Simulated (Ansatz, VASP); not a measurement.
Os2C3 in VASP and in Ansatz

```
Os C
1.0
     3.30751    0.00000    0.00000
    -1.65376    2.86439    0.00000
     0.00000    0.00000    5.52486
Os C
2 3
Direct
  0.33333 0.66667 0.25926
  0.66667 0.33333 0.74074
  0.00000 0.00000 0.00000
  0.33333 0.66667 0.63243
  0.66667 0.33333 0.36757
```

Alike in both runs: functional PBE; k mesh 6 × 6 × 4; occupations gaussian, width 0.1 eV; no spin polarisation.

Ansatz relaxed the structure, and its values are those at the end. VASP's run is a single point on that final structure, the one shown.

```csv
,VASP,Ansatz
version,VASP 6.6.1,Ansatz 0.2.0
potentials or method,"VASP PAW PBE potentials, release 64 (Os_sv_GW, C), cutoff 700 eV","scalar-relativistic, plane waves, PAW"
valence electrons in the cell,44,44
```

Ansatz gave:

| Item | Value |
| --- | --- |
| gap on the k mesh at the Fermi level (eV) | none |
| pressure (GPa) | -0.1 |
| rms of the force components (eV/Å) | 0.001 |

Question: Which values does VASP return?

Answer: gap on the k mesh at the Fermi level (eV): none; pressure (GPa): 0.0; rms of the force components (eV/Å): 0.012.

A gap of «none» marks a metal or a gap that the smearing closes. The functional is the same, so the differences come from potentials, cutoffs and numerics.

The k mesh is coarse, so the values compare programs but aren't converged. Neither program's run includes spin-orbit coupling.
